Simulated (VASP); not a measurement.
Write the native input for VASP 6.6.1 that does the following.

```
Task                   : single point
Functional             : r2SCAN
Potentials or basis    : VASP PAW PBE potentials, release 64 (Na_pv, F)
Cutoff                 : 520 eV
k mesh                 : 6 × 6 × 4
Occupations            : gaussian, width 0.01 eV
Spin                   : no spin polarisation
Dipole correction      : no
Further INCAR settings : ALGO = Normal; EDIFF = 1e-07; NBANDS = 22
```

NaF:

```
Na F
1.0
     3.86807    0.00000    0.00000
    -1.93403    3.34984    0.00000
     0.00000    0.00000    4.55141
Na F
2 2
Direct
  0.33333 0.66667 0.25000
  0.66667 0.33333 0.75000
  0.66667 0.33333 0.25000
  0.33333 0.66667 0.75000
```

One way to write it, as run:

POSCAR

```
NaF
1.0
    3.8680668438      0.0000000000      0.0000000000
   -1.9340334219      3.3498441503      0.0000000000
    0.0000000000      0.0000000000      4.5514116899
Na F
2 2
Direct
    0.3333333333      0.6666666667      0.2500000000
    0.6666666667      0.3333333333      0.7500000000
    0.6666666667      0.3333333333      0.2500000000
    0.3333333333      0.6666666667      0.7500000000
```

INCAR.step1

```
PREC = Accurate ; ENCUT = 520
ISMEAR = 0 ; SIGMA = 0.01
LREAL = False ; LASPH = True
NELM = 100 ; NBANDS = 22
GGA = PE ; ALGO = Normal
EDIFF = 1E-4 ; LWAVE = True
LCHARG = False
```

INCAR.step2

```
PREC = Accurate ; ENCUT = 520
EDIFF = 1E-7 ; ISMEAR = 0
SIGMA = 0.01 ; LREAL = False
LASPH = True ; NELM = 100
ALGO = Normal ; ISIF = 2
LWAVE = False ; LCHARG = True
METAGGA = R2SCAN ; LMIXTAU = True
LELF = True ; LVHAR = True
NBANDS = 22 ; ISTART = 1
```

KPOINTS

```
regular mesh
0
Gamma
  6 6 4
```

Potentials or basis: VASP PAW PBE potentials, release 64 (Na_pv, F).

Run with:

```console
$ cat potpaw_PBE.64/Na_pv/POTCAR potpaw_PBE.64/F/POTCAR > POTCAR
$ cp INCAR.step1 INCAR
$ mpirun -np 1 vasp_std > vasp.out
$ cp INCAR.step2 INCAR
$ mpirun -np 1 vasp_std > vasp.out
```

Results of the run:

```yaml
Pressure: -0.5 GPa
Band_gap_on_the_k_mesh: 6.35 eV, direct
```

Caveat: the PAW data sets were made with another functional, which shifts forces and pressure a little.

Run time: 2.5 min on 1 thread of AMD EPYC 7R13 Processor (Zen 3) (shared host), peak memory 0.15 GiB.
